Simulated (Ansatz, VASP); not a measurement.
# V in VASP and in Ansatz

INCAR

```
ALGO = Normal
EDIFF = 1E-6
EDIFFG = -0.01
ENCUT = 600
GGA = PE
IBRION = 2
ISIF = 3
ISMEAR = 0
LASPH = T
LCHARG = F
LREAL = F
LWAVE = F
NELM = 100
NSW = 80
PREC = Accurate
SIGMA = 0.1
```

KPOINTS

```
k-points
0
Gamma
  20 20 20
```

File POSCAR:

```
V
1.0
   -1.4949989669      1.4949989669      1.4949989669
    1.4949989669     -1.4949989669      1.4949989669
    1.4949989669      1.4949989669     -1.4949989669
V
1
Direct
    0.0000000000      0.0000000000      0.0000000000
```

Input for Ansatz:

```yaml
crystal:
  lattice:
    - [-1.4949989633, 1.4949989633, 1.4949989633]
    - [1.4949989633, -1.4949989633, 1.4949989633]
    - [1.4949989633, 1.4949989633, -1.4949989633]
  atoms:
    - { symbol: V, position: [0.0, 0.0, 0.0] }
basis:
  ecutwfc: 420
kpoints:
  mp_grid: { grid: [20, 20, 20] }
hamiltonian:
  xc: pbe
scf:
  occupations: { method: gaussian, width: 0.1 }
output:
  forces: true
  stress: true
  eigenvalues: true
  write_density: true
  write_potential: true
  elf: true
  volumetric_format: npy
relax:
  adjacent_minimum: "off"
  f_tol: 0.01
  max_steps: 60
  cell: { stress_tol: 0.1 }
```

Alike in both runs: task relaxation of cell and atoms; functional PBE; k mesh 20 × 20 × 20; occupations gaussian, width 0.1 eV; no spin polarisation.

```csv
,VASP,Ansatz
version,VASP 6.6.1,Ansatz 0.2.0
potentials or method,"VASP PAW PBE potentials, release 64 (V_sv), cutoff 600 eV","scalar-relativistic, plane waves, PAW"
valence electrons in the cell,13,13
```

```csv
,VASP,Ansatz,Ansatz less VASP
"gap on the k mesh at the Fermi level, each at its own relaxed structure (eV)",none,none,-
relaxed volume (Å³/atom),13.47,13.47,-0.008
relaxed length of the cell vector where the two differ most in proportion (Å),2.596,2.596,-0.0005
```

A gap of «none» marks a metal or a gap that the smearing closes.
